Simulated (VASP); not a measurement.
Here is a VASP 6.6.1 calculation.

INCAR

```
PREC = Accurate ; ENCUT = 520
EDIFF = 1E-7 ; ISMEAR = -1
SIGMA = 0.1 ; LREAL = F
LASPH = T ; NELM = 80
ALGO = Normal ; ISIF = 2
LWAVE = F ; LCHARG = F
GGA = PS ; NBANDS = 22
```

KPOINTS

```
regular mesh
0
Gamma
  15 15 8
```

File POSCAR:

```
Rh
1.0
    2.6149962158      0.0000000000      0.0000000000
   -1.3074981079      2.2646531537      0.0000000000
    0.0000000000      0.0000000000      4.2180544469
Rh
2
Direct
    0.3333333333      0.6666666667      0.2500000000
    0.6666666667      0.3333333333      0.7500000000
```

Potentials or basis: VASP PAW PBE potentials, release 64 (Rh_pv).

The run is started by

```bash
$ cat potpaw_PBE.64/Rh_pv/POTCAR > POTCAR
$ mpirun -np 1 vasp_std > vasp.out
```

Task: What does it give for the pressure?

Result: 29.8 GPa.

Task: Predict the band gap on the k mesh.

Result: Zero (bands 15 and 16 overlap by 2.75 eV).

Stress tensor (GPa, compression positive):
```
29.63  0.00  0.00
 0.00 29.63  0.00
 0.00  0.00 30.08
```

Caveat: the cell stands under pressure; the PAW data sets were made with another functional, which shifts forces and pressure a little.
